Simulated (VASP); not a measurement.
A run of VASP 6.6.1 is set up as follows.

File INCAR:

```
SYSTEM = EuS
PREC = Accurate ; ENCUT = 600
EDIFF = 1E-6 ; ISMEAR = -1
SIGMA = 0.1 ; LREAL = .FALSE.
LASPH = .TRUE. ; NELM = 200
ALGO = Normal ; ISIF = 2
LWAVE = .FALSE. ; LCHARG = .FALSE.
ISPIN = 2 ; MAGMOM = 9.1 0
LORBIT = 11 ; LMAXMIX = 6
GGA = PS ; NBANDS = 22
GGA_COMPAT = .FALSE.
```

Contents of KPOINTS:

```
Automatic mesh
0
G
  10 10 10
  0 0 0
```

The input POSCAR:

```
EuS
1.0
    0.0000000000      3.0176952843      3.0176952843
    3.0176952843      0.0000000000      3.0176952843
    3.0176952843      3.0176952843      0.0000000000
Eu S
1 1
Direct
    0.0000000000      0.0000000000      0.0000000000
    0.5000000000      0.5000000000      0.5000000000
```

Potentials or basis: VASP PAW PBE potentials, release 64 (Eu, S).

Command:

```sh
$ cat potpaw_PBE.64/Eu/POTCAR potpaw_PBE.64/S/POTCAR > POTCAR
$ mpirun -np 1 vasp_std > vasp.out
```

**Question.** Estimate the net moment.

**Answer.** 6.96 μB per cell.

**Question.** Estimate the site moments.

**Answer.** Eu +6.59; S -0.07 μB.

**Question.** What does it give for the pressure?

**Answer.** -7.0 GPa.

Caveat: the cell stands under tension; the PAW data sets were made with another functional, which shifts forces and pressure a little; a cell with one magnetic atom can't hold antiferromagnetic order, which such compounds often take. The state reached can hang on the start; a lower one may exist.
